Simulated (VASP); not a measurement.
Here is a VASP 6.6.1 calculation.

The input INCAR:

```
ALGO = Normal
EDIFF = 1E-6
ENCUT = 520
GGA = PS
ISIF = 2
ISMEAR = -1
LASPH = T
LCHARG = T
LELF = T
LREAL = F
LVHAR = T
LWAVE = F
NBANDS = 32
NELM = 80
PREC = Accurate
SIGMA = 0.08
```

Contents of KPOINTS:

```
k-points
0
Gamma
  4 8 4
```

File POSCAR:

```
Zn
1.0
    5.3400000000      0.0000000000      0.0000000000
   -1.3350000000      2.3122878281      0.0000000000
    0.0000000000      0.0000000000      4.9660000000
Zn
4
Direct
    0.1512580485      0.6607378119      0.2313626661
    0.6238308099      0.5770311048      0.2217942006
    0.3374932592      0.2638015011      0.7561949255
    0.8183242363      0.4012048105      0.7550072493
```

Potentials or basis: VASP PAW PBE potentials, release 64 (Zn).

Run with:

```sh
$ cat potpaw_PBE.64/Zn/POTCAR > POTCAR
$ mpirun -np 1 vasp_std > vasp.out
```

**Question.** Predict the pressure.

**Answer.** -2.5 GPa.

**Question.** Estimate the band gap on the k mesh.

**Answer.** Zero (band 24 reaches 4.30 eV, above the bottom of band 25 at 0.66 eV).

Stress tensor (GPa, compression positive):
```
 0.17  1.01  0.01
 1.01 -1.96  0.18
 0.01  0.18 -5.85
```

Caveat: the PAW data sets were made with another functional, which shifts forces and pressure a little.
